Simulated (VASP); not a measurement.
# SnO2 (P6_3/mmc) in VASP: a series of runs

Runs on SnO2. Level: PBE+D3(BJ). Tasks: single point.

Program: VASP 6.6.1. These are calculated values, not measurements. Logs are shortened: lines on timing, memory, paths and dates and some standing lists are left out, and cuts for length are marked.

**1. The cell of the first run**

The structure is hexagonal, space group P6_3/mmc (No. 194). The conventional cell has a = 3.186 Å, b = 3.186 Å, c = 9.655 Å, α = 90.00°, β = 90.00°, γ = 120.00°. Sn (site symmetry -3m) has 6 O at 2.07 Å within 2.7 Å. O (site symmetry 3m) has 3 Sn at 2.07 Å and 3 O at 2.64 Å within 2.7 Å.

**2. Single point, PBE+D3(BJ) (14.15 Å³/atom)**

The input, INCAR:

```
SYSTEM = SnO2
PREC = Accurate
ENCUT = 520
EDIFF = 1E-6
ISMEAR = 0
SIGMA = 0.05
LREAL = .FALSE.
LASPH = .TRUE.
NELM = 100
ALGO = Normal
ISIF = 2
LWAVE = .FALSE.
LCHARG = .TRUE.
GGA = PE
IVDW = 12
LELF = .TRUE.
LVHAR = .TRUE.
NBANDS = 35
```

The input, KPOINTS:

```
Automatic mesh
0
G
  12 12 4
  0 0 0
```

The input, POSCAR:

```
SnO2
1.0
    3.1863719330      0.0000000000      0.0000000000
   -1.5931859665      2.7594790399      0.0000000000
    0.0000000000      0.0000000000      9.6550255941
Sn O
2 4
Direct
    0.0000000000      0.0000000000      0.5000000000
    0.0000000000      0.0000000000      0.0000000000
    0.6666666667      0.3333333333      0.4017901367
    0.6666666667      0.3333333333      0.0982098633
    0.3333333333      0.6666666667      0.5982098633
    0.3333333333      0.6666666667      0.9017901367
```

Potentials or basis: VASP PAW PBE potentials, release 64 (Sn_d, O).

Command:

```
cat potpaw_PBE.64/Sn_d/POTCAR potpaw_PBE.64/O/POTCAR > POTCAR
mpirun -np 1 vasp_std > vasp.out
```

OUTCAR:

```text
SYSTEM = SnO2
   PREC = Accurate
   ENCUT = 520
   EDIFF = 1E-6
   ISMEAR = 0
   LREAL = .FALSE.
   LASPH = .TRUE.
   NELM = 100
   ISIF = 2
   GGA = PE
   IVDW = 12
 IVDW          = 12

 ion  position               nearest neighbor table
   1  0.000  0.000  0.500-   3 2.07   5 2.07   3 2.07   5 2.07   3 2.07   5 2.07
   2  0.000  0.000  0.000-   4 2.07   6 2.07   4 2.07   6 2.07   4 2.07   6 2.07
   3  0.667  0.333  0.402-   1 2.07   1 2.07   1 2.07
   4  0.667  0.333  0.098-   2 2.07   2 2.07   2 2.07
   5  0.333  0.667  0.598-   1 2.07   1 2.07   1 2.07
   6  0.333  0.667  0.902-   2 2.07   2 2.07   2 2.07

  LATTYP: Found a hexagonal cell.
 ALAT       =     3.1863719330
 C/A-ratio  =     3.0301000000

  Lattice vectors:

 A1 = (   3.1863719330,   0.0000000000,   0.0000000000)
 A2 = (  -1.5931859665,   2.7594790399,   0.0000000000)
 A3 = (   0.0000000000,   0.0000000000,   9.6550255941)

Analysis of symmetry for initial positions (statically):
=====================================================================
 Subroutine PRICEL returns:
 Original cell was already a primitive cell.

 Routine SETGRP: Setting up the symmetry group for a
 hexagonal supercell.

 Subroutine GETGRP returns: Found 24 space group operations
 (whereof 12 operations were pure point group operations)
 out of a pool of 24 trial point group operations.

The static configuration has the point symmetry D_3d.
 The point group associated with its full space group is D_6h.

Analysis of symmetry for dynamics (positions and initial velocities):
=====================================================================
 Subroutine PRICEL returns:
 Original cell was already a primitive cell.

 Routine SETGRP: Setting up the symmetry group for a
 hexagonal supercell.

 Subroutine GETGRP returns: Found 24 space group operations
 (whereof 12 operations were pure point group operations)
 out of a pool of 24 trial point group operations.

The dynamic configuration has the point symmetry D_3d.
 The point group associated with its full space group is D_6h.

 Subroutine INISYM returns: Found 24 space group operations
 (whereof 12 operations are pure point group operations),
 and found     1 'primitive' translations

----------------------------------------------------------------------------------------

                                     Primitive cell

  volume of cell :      84.8940

  direct lattice vectors                    reciprocal lattice vectors
[... 99 lines left out ...]
   IBRION =     -1    ionic relax: 0-MD 1-quasi-New 2-CG
   NFREE  =      0    steps in history (QN), initial steepest desc. (CG)
   ISIF   =      2    stress and relaxation
   ISYM   =      2    0-nonsym 1-usesym 2-fastsym
   POTIM  = 0.5000    time-step for ionic-motion
   TEBEG  =    0.0;   TEEND  =   0.0 temperature during run
   PSTRESS=    0.0 pullay stress
   NELECT =      52.0000    total number of electrons
   NUPDOWN=      -1.0000    fix difference up-down
   EMIN   =  10.00;   EMAX   =-10.00  energy-range for DOS
   EFERMI =   0.00;   METHOD = LEGACY
   ISMEAR =     0;   SIGMA  =   0.05  broadening in eV -4-tet -1-fermi 0-gaus
   EFERMI_NEDOS =   21; number of points for ismear=-14 and -15
   IALGO  =     38    algorithm
   IMIX   =      4    mixing-type and parameters
     AMIX     =   0.40;   BMIX     =  1.00
     AMIX_MAG =   1.60;   BMIX_MAG =  1.00
  volume/ion in A,a.u.               =      14.15        95.48
  Fermi-wavevector in a.u.,A,eV,Ry     =   1.390327  2.627337 26.300185  1.933009
  Thomas-Fermi vector in A             =   2.514273
   LORBIT       =      0    0 simple, 1 ext, 2 COOP (PROOUT), +10 PAW based schemes
   GGA     = PE    functional components
   LHFCALC =     F    Hartree Fock is set to
   AEXX    =    0.0000 exact exchange contribution
   IVDW    =    12    specifies the selected vdW correction
   LEPSILON=     F    determine dielectric tensor
   LRPA    =     F    only Hartree local field effects (RPA)
 non-spin polarized calculation
 Gauss-broadening in eV      SIGMA  =   0.05
  energy-cutoff  :      520.00
  volume of cell :       84.89
 maximum number of plane-waves:      2308
 NGX is ok and might be reduce to    24
   NGX = 11   NGY = 11   NGZ = 35

 number of electron      51.9999987 magnetization

 Free energy of the ion-electron system (eV)
  ---------------------------------------------------
  ext. energy  EPLUGINS =         0.00000000
  ---------------------------------------------------
  free energy    TOTEN  =       -35.97700361 eV

  energy without entropy =      -35.97700361  energy(sigma->0) =      -35.97700361

 E-fermi :   4.1157     XC(G=0):  -9.9760

 val. band max:        3.8055536994   @ k =   0.2500   0.2500   0.0000
 cond. band min:       5.8952221882   @ k =   0.0000   0.0000   0.0000
 fundamental gap:      2.0896684888
 Fermi energy:         4.1157078356

 k-point     1 :       0.0000    0.0000    0.0000
  band No.  band energies     occupation
      1     -16.5698      2.00000
      2     -16.5630      2.00000
      3     -16.1514      2.00000
      4     -16.1514      2.00000
      5     -16.1512      2.00000
      6     -16.1512      2.00000
[... 901 lines left out ...]
     34      16.1178      0.00000
     35      16.5560      0.00000

 [... further k-points ...]

------------------------ aborting loop because EDIFF is reached ----------------------------------------

 Edisp (eV)   -1.08288

 E8    (eV) :    -0.4259

  FORCE on cell =-STRESS in cart. coord.  units (eV):
  Direction    XX          YY          ZZ          XY          YZ          ZX
  --------------------------------------------------------------------------------------
  -------------------------------------------------------------------------------------
  Total       5.52327     5.52327     5.17390     0.00000    -0.00000     0.00000
  in kB     104.23887   104.23887    97.64534     0.00000    -0.00000     0.00000
  external pressure =      102.04 kB  Pullay stress =        0.00 kB

 VOLUME and BASIS-vectors are now :
 -----------------------------------------------------------------------------
  energy-cutoff  :      520.00
  volume of cell :       84.89
      direct lattice vectors                 reciprocal lattice vectors
     3.186371933  0.000000000  0.000000000     0.313836558  0.181193621  0.000000000
    -1.593185967  2.759479040  0.000000000     0.000000000  0.362387242  0.000000000
     0.000000000  0.000000000  9.655025594     0.000000000  0.000000000  0.103573004

 POSITION                                       TOTAL-FORCE (eV/Angst)
 -----------------------------------------------------------------------------------
      0.00000      0.00000      4.82751        -0.000000      0.000000      0.000000
      0.00000      0.00000      0.00000        -0.000000      0.000000      0.000000
      1.59319      0.91983      3.87929         0.000000      0.000000     -1.111034
      1.59319      0.91983      0.94822        -0.000000      0.000000      1.111034
     -0.00000      1.83965      5.77573        -0.000000      0.000000      1.111034
     -0.00000      1.83965      8.70681         0.000000      0.000000     -1.111034
 -----------------------------------------------------------------------------------
    total drift:                               -0.000000      0.000000      0.000000

  FREE ENERGIE OF THE ION-ELECTRON SYSTEM (eV)
  ---------------------------------------------------
  free  energy   TOTEN  =       -37.0598858833 eV

  energy  without entropy=      -37.0598858833  energy(sigma->0) =      -37.05988588
```

OSZICAR:

```text
N       E                     dE             d eps       ncg     rms          rms(c)
DAV:   1     0.652631056029E+03    0.65263E+03   -0.25733E+04  4401   0.221E+03
DAV:   2     0.627522939823E+02   -0.58988E+03   -0.55557E+03  4406   0.604E+02
DAV:   3    -0.369323161762E+02   -0.99685E+02   -0.97801E+02  4316   0.210E+02
DAV:   4    -0.421855848900E+02   -0.52533E+01   -0.52163E+01  4965   0.531E+01
DAV:   5    -0.423264910833E+02   -0.14091E+00   -0.14071E+00  5003   0.897E+00    0.159E+01
DAV:   6    -0.359040355109E+02    0.64225E+01   -0.18526E+01  6211   0.649E+01    0.643E+00
DAV:   7    -0.360145803910E+02   -0.11054E+00   -0.22495E+00  4322   0.846E+00    0.328E+00
DAV:   8    -0.359808252376E+02    0.33755E-01   -0.17904E-01  5949   0.455E+00    0.955E-01
DAV:   9    -0.359752152142E+02    0.56100E-02   -0.41229E-02  6155   0.310E+00    0.137E-01
DAV:  10    -0.359766979346E+02   -0.14827E-02   -0.55037E-03  4789   0.690E-01    0.564E-02
DAV:  11    -0.359769926594E+02   -0.29472E-03   -0.46142E-04  5412   0.204E-01    0.178E-02
DAV:  12    -0.359770039928E+02   -0.11333E-04   -0.53698E-05  5501   0.474E-02    0.140E-02
DAV:  13    -0.359770039868E+02    0.59890E-08   -0.14940E-05  5292   0.645E-02    0.120E-03
DAV:  14    -0.359770036087E+02    0.37807E-06   -0.12122E-06  3562   0.104E-02
   1 F= -.37059886E+02 E0= -.37059886E+02  d E =-.590969E-20
```

stdout:

```text
POSCAR found type information on POSCAR SnO
 POSCAR found :  2 types and       6 ions
 scaLAPACK will be used
 LDA part: xc-table for (Slater+PW92), standard interpolation
 POSCAR, INCAR and KPOINTS ok, starting setup
 FFT: planning ... GRIDC
 FFT: planning ... GRID_SOFT
 FFT: planning ... GRID
 WAVECAR not read
 entering main loop
```

It took 2 min on 1 thread of Intel Xeon Platinum 8488C (Sapphire Rapids), shared host; peak memory 0.28 GiB.

What came out:

```
Free energy                : -37.0599 eV
Pressure                   : 10.2 GPa
Largest force              : 1.111 eV/Å
Band gap on the k mesh     : 2.09 eV (least direct gap 2.60 eV)
Dispersion energy per atom : -0.180 eV
```

Forces on the atoms (eV/Å):
```
Sn   0.000  0.000  0.000
Sn   0.000  0.000  0.000
O    0.000  0.000 -1.111
O    0.000  0.000  1.111
O    0.000  0.000  1.111
O    0.000  0.000 -1.111
```

Stress tensor (GPa, compression positive):
```
10.42  0.00  0.00
 0.00 10.42  0.00
 0.00  0.00  9.76
```

Caveat: the cell stands under pressure; spin-orbit coupling is left out, which moves the levels of the heavy elements; forces of over 1 eV/Å act on the atoms, so gaps and moduli don't describe the material at rest. A k mesh can miss the band edges.

**3. Single point, PBE+D3(BJ) (14.46 Å³/atom)**

This run uses another cell than the first one, of 14.46 Å³/atom.

The input, INCAR:

```
PREC = Accurate
ENCUT = 520
EDIFF = 1E-7
ISMEAR = 0
SIGMA = 0.05
LREAL = False
LASPH = True
NELM = 60
ALGO = Normal
ISIF = 2
LWAVE = False
LCHARG = True
GGA = PE
IVDW = 12
LELF = True
LVHAR = True
NBANDS = 35
```

The input, KPOINTS:

```
regular mesh
0
Gamma
  12 12 4
```

POSCAR: that of step 2 with these lines changed.

```diff
@@ -2,5 +2,5 @@
 1.0
-    3.1863719330      0.0000000000      0.0000000000
-   -1.5931859665      2.7594790399      0.0000000000
-    0.0000000000      0.0000000000      9.6550255941
+    3.1039205381      0.0000000000      0.0000000000
+   -1.5519602690      2.6880740373      0.0000000000
+    0.0000000000      0.0000000000     10.3962714503
 Sn O
```

Potentials or basis: VASP PAW PBE potentials, release 64 (Sn_d, O).

Command:

```
cat potpaw_PBE.64/Sn_d/POTCAR potpaw_PBE.64/O/POTCAR > POTCAR
mpirun -np 1 vasp_std > vasp.out
```

It took 2.4 min on 1 thread of Intel Xeon Platinum 8488C (Sapphire Rapids), shared host; peak memory 0.28 GiB.

The run converged. Its results:

```
Free energy                : -36.9716 eV
Pressure                   : 13.2 GPa
Largest force              : 0.766 eV/Å
Band gap on the k mesh     : 2.76 eV (least direct gap 3.23 eV)
Dispersion energy per atom : -0.176 eV
```

Forces in eV/Å, atoms in the order of the input:
```
Sn   0.000  0.000  0.000
Sn   0.000  0.000  0.000
O    0.000  0.000 -0.766
O    0.000  0.000  0.766
O    0.000  0.000  0.766
O    0.000  0.000 -0.766
```

Stress tensor (GPa, compression positive):
```
17.21  0.00  0.00
 0.00 17.21  0.00
 0.00  0.00  5.28
```

Levels at points of the mesh, in eV from the valence-band top:
```
           k point  band 23  band 24  band 25  band 26  band 27  band 28  band 29  band 30
(0.00, 0.00, 0.00)    -0.77    -0.73    -0.73    -0.48     2.76     3.63     5.95     6.33
(0.50, 0.00, 0.00)    -0.56    -0.53    -0.47    -0.06     5.96     6.17     7.39     8.08
(0.00, 0.00, 0.50)    -0.75    -0.75    -0.75    -0.75     3.20     3.20     6.15     6.15
(0.50, 0.00, 0.50)    -0.50    -0.50    -0.28    -0.28     6.07     6.07     7.72     7.72
```

Caveat: the stress differs along the axes, from 5 to 17 GPa; spin-orbit coupling is left out, which moves the levels of the heavy elements. A k mesh can miss the band edges.
